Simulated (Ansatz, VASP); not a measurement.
Cu in VASP and in Ansatz

Contents of INCAR:

```
PREC     = Accurate       # precision mode
ENCUT    = 520            # plane-wave cutoff, eV
EDIFF    = 1E-7           # SCF threshold, eV
ISMEAR   = 0              # smearing method
SIGMA    = 0.15           # smearing width, eV
LREAL    = F              # projectors in reciprocal space
LASPH    = T              # aspherical terms in the spheres
NELM     = 80             # most SCF steps
ALGO     = Normal         # electronic algorithm
ISIF     = 2              # what is computed and relaxed
LWAVE    = F              # write WAVECAR
LCHARG   = F              # write CHGCAR
GGA      = PE             # functional
NBANDS   = 12             # bands
```

The input KPOINTS:

```
regular mesh
0
Gamma
  22 22 22
```

File POSCAR:

```
Cu
1.0
   -1.5469500000      1.5469500000      1.4050000000
    1.5469500000     -1.5469500000      1.4050000000
    1.5469500000      1.5469500000     -1.4050000000
Cu
1
Direct
    0.0000000000      0.0000000000      0.0000000000
```

Input for Ansatz:

```yaml
crystal:
  lattice:
    - [-1.54695, 1.54695, 1.405]
    - [1.54695, -1.54695, 1.405]
    - [1.54695, 1.54695, -1.405]
  atoms:
    - { symbol: Cu, position: [0.0, 0.0, 0.0] }
basis:
  ecutwfc: 520.0
kpoints:
  mp_grid: { grid: [22, 22, 22] }
hamiltonian:
  xc: pbe
  pseudopotentials: { kind: paw, azcp: { folder: soft_1 } }
scf:
  occupations: { method: gaussian, width: 0.15 }
output:
  forces: true
  stress: true
  eigenvalues: true
```

Alike in both runs: task single point; functional PBE; k mesh 22 × 22 × 22; occupations gaussian, width 0.15 eV; no spin polarisation.

|  | VASP | Ansatz |
| --- | --- | --- |
| version | VASP 6.6.1 | Ansatz 0.2.0 |
| potentials or method | VASP PAW PBE potentials, release 64 (Cu), cutoff 520 eV | scalar-relativistic, plane waves, PAW |
| valence electrons in the cell | 11 | 19 |

VASP gave:

* gap on the k mesh at the Fermi level (eV): none
* pressure (GPa): -11.1

Q: Which values does Ansatz return?

A: gap on the k mesh at the Fermi level (eV): none; pressure (GPa): -11.7.

A gap of «none» marks a metal or a gap that the smearing closes. The functional is the same, so the differences come from potentials, cutoffs and numerics. VASP's potentials hold 11 valence electrons a cell and Ansatz's 19, so a difference there can come from the potentials and not from the codes.
